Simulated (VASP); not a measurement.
# MnS (F-43m) in VASP: further runs, part 2 of 2

VASP 6.6.1.

### 4 Single point, r2SCAN, collinear spin, ferromagnetic start

This run uses another cell than the first one, of 16.04 Å³/atom.

POSCAR reads:

```
MnS
1.0
    0.0000000000      2.5219750179      2.5219750179
    2.5219750179      0.0000000000      2.5219750179
    2.5219750179      2.5219750179      0.0000000000
Mn S
1 1
Direct
    0.0000000000      0.0000000000      0.0000000000
    0.7500000000      0.7500000000      0.7500000000
```

INCAR.step1 reads:

```
SYSTEM = MnS
ALGO = Normal ; EDIFF = 1E-4
ENCUT = 520 ; GGA = PE
ISMEAR = -1 ; ISPIN = 2
LASPH = .TRUE. ; LCHARG = .FALSE.
LMAXMIX = 4 ; LREAL = .FALSE.
LWAVE = .TRUE. ; MAGMOM = 4 0
NBANDS = 20 ; NELM = 150
PREC = Accurate ; SIGMA = 0.05
```

INCAR.step2 reads:

```
SYSTEM = MnS
ALGO = Normal ; EDIFF = 1E-6
ENCUT = 520 ; ISIF = 2
ISMEAR = -1 ; ISPIN = 2
ISTART = 1 ; LASPH = .TRUE.
LCHARG = .TRUE. ; LELF = .TRUE.
LMAXMIX = 4 ; LMIXTAU = .TRUE.
LORBIT = 11 ; LREAL = .FALSE.
LVHAR = .TRUE. ; LWAVE = .FALSE.
MAGMOM = 4 0 ; METAGGA = R2SCAN
NBANDS = 20 ; NELM = 150
PREC = Accurate ; SIGMA = 0.05
```

KPOINTS reads:

```
k-points
0
G
  9 9 9
  0 0 0
```

The run is started by

```console
$ cat potpaw_PBE.64/Mn_pv/POTCAR potpaw_PBE.64/S/POTCAR > POTCAR
$ cp INCAR.step1 INCAR
$ mpirun -np 1 vasp_std > vasp.out
$ cp INCAR.step2 INCAR
$ mpirun -np 1 vasp_std > vasp.out
```

It took 16 min on 1 thread of Intel Xeon Platinum 8175M at 2.50GHz (Skylake/Cascade Lake), shared host; peak memory 0.2 GiB.

The run converged. Its results:

| Property | Result |
| --- | --- |
| Free energy | -23.1345 eV |
| Pressure | -5.1 GPa |
| Net moment | -0.90 μB per cell |
| Site moments | Mn -0.92; S +0.05 μB |
| Valence electrons inside the program's atomic spheres | Mn 11.93; S 3.74 |

Levels at points of the mesh, in eV from the Fermi level:
Spin up:
| k point | band 5 | band 6 | band 7 | band 8 | band 9 | band 10 | band 11 | band 12 | band 13 | band 14 |
| --- | --- | --- | --- | --- | --- | --- | --- | --- | --- | --- |
| (0.00, 0.00, 0.00) | -4.84 | -4.84 | -4.84 | -0.50 | -0.50 | 3.70 | 3.70 | 3.70 | 3.81 | 7.97 |
Spin down:
| k point | band 8 | band 9 | band 10 | band 11 | band 12 | band 13 |
| --- | --- | --- | --- | --- | --- | --- |
| (0.00, 0.00, 0.00) | -1.64 | -1.64 | 3.02 | 3.02 | 3.02 | 3.65 |

Caveat: the cell stands under tension; the PAW data sets were made with another functional, which shifts forces and pressure a little; a cell with one magnetic atom can't hold antiferromagnetic order, which such compounds often take; semilocal functionals often make such compounds metallic where correlation or magnetic order opens a gap, which also shifts bond lengths. With open d or f shells a metallic result of r2SCAN can be an artefact of self-interaction; +U or a hybrid may open a gap.

### 5 Single point, r2SCAN, collinear spin, ferromagnetic start

This run uses another cell than the first one, of 14.53 Å³/atom.

POSCAR reads:

```
MnS
1.0
    0.0000000000      2.4400341398      2.4400341398
    2.4400341398      0.0000000000      2.4400341398
    2.4400341398      2.4400341398      0.0000000000
Mn S
1 1
Direct
    0.0000000000      0.0000000000      0.0000000000
    0.7500000000      0.7500000000      0.7500000000
```

INCAR.step1 reads:

```
SYSTEM = MnS
PREC = Accurate
ENCUT = 520
ISMEAR = -1
SIGMA = 0.05
LREAL = .False.
LASPH = .True.
NELM = 150
ISPIN = 2
MAGMOM = 4 0
LMAXMIX = 4
NBANDS = 20
GGA = PE
ALGO = Normal
EDIFF = 1E-4
LWAVE = .True.
LCHARG = .False.
```

INCAR.step2 reads:

```
SYSTEM = MnS
PREC = Accurate
ENCUT = 520
EDIFF = 1E-6
ISMEAR = -1
SIGMA = 0.05
LREAL = .False.
LASPH = .True.
NELM = 150
ALGO = Normal
ISIF = 2
LWAVE = .False.
LCHARG = .False.
ISPIN = 2
MAGMOM = 4 0
LORBIT = 11
LMAXMIX = 4
METAGGA = R2SCAN
LMIXTAU = .True.
NBANDS = 20
ISTART = 1
```

KPOINTS reads:

```
regular mesh
0
Gamma
  9 9 9
  0 0 0
```

The run is started by

```console
$ cat potpaw_PBE.64/Mn_pv/POTCAR potpaw_PBE.64/S/POTCAR > POTCAR
$ cp INCAR.step1 INCAR
$ mpirun -np 1 vasp_std > vasp.out
$ cp INCAR.step2 INCAR
$ mpirun -np 1 vasp_std > vasp.out
```

Run time: 5.9 min. Hardware: 1 thread of Intel Xeon 8259CL, shared host; peak memory 0.2 GiB.

It converged, with:

```yaml
Free_energy: -23.1684 eV
Pressure: 7.6 GPa
Net_moment: 0.00 μB per cell
Valence_electrons_inside_the_program's_atomic_spheres: Mn 12.14; S 3.79
```

Levels at points of the mesh, in eV from the Fermi level:
Spin up:
```tsv
k point	band 6	band 7	band 8	band 9	band 10	band 11	band 12	band 13
(0.00, 0.00, 0.00)	-5.08	-5.08	-0.98	-0.98	4.22	4.22	4.22	4.61
```
Spin down:
| k point | band 7 | band 8 | band 9 | band 10 | band 11 | band 12 |
| --- | --- | --- | --- | --- | --- | --- |
| (0.00, 0.00, 0.00) | -5.08 | -0.97 | -0.97 | 4.23 | 4.23 | 4.23 |

Caveat: the cell stands under pressure; the moments typed at the start vanished in this run; the PAW data sets were made with another functional, which shifts forces and pressure a little; semilocal functionals often make such compounds metallic where correlation or magnetic order opens a gap, which also shifts bond lengths.

### 6 Single point, r2SCAN, collinear spin, ferromagnetic start

POSCAR reads:

```
MnS
1.0
    0.0000000000      2.4568624933      2.4568624933
    2.4568624933      0.0000000000      2.4568624933
    2.4568624933      2.4568624933      0.0000000000
Mn S
1 1
Direct
    0.0000000000      0.0000000000      0.0000000000
    0.7500000000      0.7500000000      0.7500000000
```

INCAR.step1 reads:

```
ALGO = Normal ; EDIFF = 1E-4
ENCUT = 520 ; GGA = PE
ISMEAR = -1 ; ISPIN = 2
LASPH = True ; LCHARG = False
LMAXMIX = 4 ; LREAL = False
LWAVE = True ; MAGMOM = 4 0
NBANDS = 20 ; NELM = 150
PREC = Accurate ; SIGMA = 0.05
```

INCAR.step2 reads:

```
ALGO = Normal ; EDIFF = 1E-7
ENCUT = 520 ; ISIF = 2
ISMEAR = -1 ; ISPIN = 2
ISTART = 1 ; LASPH = True
LCHARG = True ; LELF = True
LMAXMIX = 4 ; LMIXTAU = True
LORBIT = 11 ; LREAL = False
LVHAR = True ; LWAVE = False
MAGMOM = 4 0 ; METAGGA = R2SCAN
NBANDS = 20 ; NELM = 150
PREC = Accurate ; SIGMA = 0.05
```

KPOINTS reads:

```
k-points
0
Gamma
  9 9 9
```

Potentials or basis: VASP PAW PBE potentials, release 64 (Mn_pv, S).

The run is started by

```console
$ cat potpaw_PBE.64/Mn_pv/POTCAR potpaw_PBE.64/S/POTCAR > POTCAR
$ cp INCAR.step1 INCAR
$ mpirun -np 1 vasp_std > vasp.out
$ cp INCAR.step2 INCAR
$ mpirun -np 1 vasp_std > vasp.out
```

OUTCAR:

```text
EDIFF = 1E-7
   ENCUT = 520
   ISIF = 2
   ISMEAR = -1
   ISPIN = 2
   ISTART = 1
   LASPH = True
   LORBIT = 11
   LREAL = False
   METAGGA = R2SCAN
   NELM = 150
   PREC = Accurate

 ion  position               nearest neighbor table
   1  0.000  0.000  0.000-   2 2.13   2 2.13   2 2.13   2 2.13
   2  0.750  0.750  0.750-   1 2.13   1 2.13   1 2.13   1 2.13

  LATTYP: Found a face centered cubic cell.
 ALAT       =     4.9137249866

  Lattice vectors:

 A1 = (   0.0000000000,   2.4568624933,   2.4568624933)
 A2 = (   2.4568624933,   0.0000000000,   2.4568624933)
 A3 = (   2.4568624933,   2.4568624933,   0.0000000000)
[... 1319 lines left out ...]

 VOLUME and BASIS-vectors are now :
 -----------------------------------------------------------------------------
  energy-cutoff  :      520.00
  volume of cell :       29.66
      direct lattice vectors                 reciprocal lattice vectors
     0.000000000  2.456862493  2.456862493    -0.203511593  0.203511593  0.203511593
     2.456862493  0.000000000  2.456862493     0.203511593 -0.203511593  0.203511593
     2.456862493  2.456862493  0.000000000     0.203511593  0.203511593 -0.203511593

 POSITION                                       TOTAL-FORCE (eV/Angst)
 -----------------------------------------------------------------------------------
      0.00000      0.00000      0.00000        -0.000000      0.000000     -0.000000
      3.68529      3.68529      3.68529         0.000000     -0.000000      0.000000
 -----------------------------------------------------------------------------------
    total drift:                               -0.000012     -0.000012     -0.000012

  FREE ENERGIE OF THE ION-ELECTRON SYSTEM (eV)
  ---------------------------------------------------
  free  energy   TOTEN  =       -23.1907877991 eV

  energy  without entropy=      -23.1747502752  energy(sigma->0) =      -23.18276904

 total charge

# of ion       s       p       d       tot
------------------------------------------
    1        0.382   6.332   5.382  12.097
    2        1.312   2.468   0.000   3.781
--------------------------------------------------
tot          1.695   8.801   5.382  15.877

 magnetization (x)

# of ion       s       p       d       tot
------------------------------------------
    1        0.000   0.000   0.000   0.000
    2       -0.000  -0.000   0.000  -0.000
--------------------------------------------------
tot          0.000  -0.000   0.000   0.000
```

OUTCAR.step1:

```text
EDIFF = 1E-4
   ENCUT = 520
   GGA = PE
   ISMEAR = -1
   ISPIN = 2
[... 1346 lines left out ...]
      0.00000      0.00000      0.00000         0.000000      0.000000      0.000000
      3.68529      3.68529      3.68529        -0.000000     -0.000000     -0.000000
 -----------------------------------------------------------------------------------
    total drift:                               -0.000001     -0.000001     -0.000001

  FREE ENERGIE OF THE ION-ELECTRON SYSTEM (eV)
  ---------------------------------------------------
  free  energy   TOTEN  =       -13.6599136366 eV

  energy  without entropy=      -13.6400196225  energy(sigma->0) =      -13.64996663
```

OSZICAR.step1:

```text
N       E                     dE             d eps       ncg     rms          rms(c)
DAV:   1     0.164359930147E+03    0.16436E+03   -0.10209E+04  2800   0.103E+03
DAV:   2    -0.603271986110E+01   -0.17039E+03   -0.16135E+03  2936   0.303E+02
DAV:   3    -0.143281482745E+02   -0.82954E+01   -0.81939E+01  3196   0.724E+01
DAV:   4    -0.144225312205E+02   -0.94383E-01   -0.94307E-01  3184   0.787E+00
DAV:   5    -0.144237437545E+02   -0.12125E-02   -0.12125E-02  3212   0.922E-01    0.188E+01
DAV:   6    -0.140004800978E+02    0.42326E+00   -0.67701E+00  3056   0.367E+01    0.105E+01
DAV:   7    -0.134756553032E+02    0.52482E+00   -0.25950E+00  3060   0.226E+01    0.647E+00
DAV:   8    -0.135176807073E+02   -0.42025E-01   -0.10502E-01  3160   0.359E+00    0.308E+00
DAV:   9    -0.135863593392E+02   -0.68679E-01   -0.35718E-02  3204   0.199E+00    0.225E+00
DAV:  10    -0.136182243851E+02   -0.31865E-01   -0.12446E-02  3420   0.991E-01    0.182E+00
DAV:  11    -0.136578156018E+02   -0.39591E-01   -0.72829E-02  3052   0.269E+00    0.586E-01
DAV:  12    -0.136588482637E+02   -0.10327E-02   -0.16182E-02  3060   0.101E+00    0.356E-01
DAV:  13    -0.136595225905E+02   -0.67433E-03   -0.65494E-03  3028   0.732E-01    0.264E-01
DAV:  14    -0.136596372605E+02   -0.11467E-03   -0.41740E-04  3100   0.146E-01    0.173E-01
DAV:  15    -0.136598964850E+02   -0.25922E-03   -0.11796E-03  2904   0.283E-01    0.413E-02
DAV:  16    -0.136599136366E+02   -0.17152E-04   -0.43888E-05  1516   0.520E-02
   1 F= -.13659914E+02 E0= -.13649967E+02  d E =-.198940E-01  mag=     0.1876
```

It took 7.3 min on 1 thread of Intel Xeon 8259CL, shared host; peak memory 0.2 GiB.

Results:

| Quantity | Value |
| --- | --- |
| Free energy | -23.1908 eV |
| Pressure | 4.2 GPa |
| Net moment | 0.00 μB per cell |
| Valence electrons inside the program's atomic spheres | Mn 12.10; S 3.78 |

Caveat: the cell stands under pressure; the moments typed at the start vanished in this run; the PAW data sets were made with another functional, which shifts forces and pressure a little; semilocal functionals often make such compounds metallic where correlation or magnetic order opens a gap, which also shifts bond lengths.
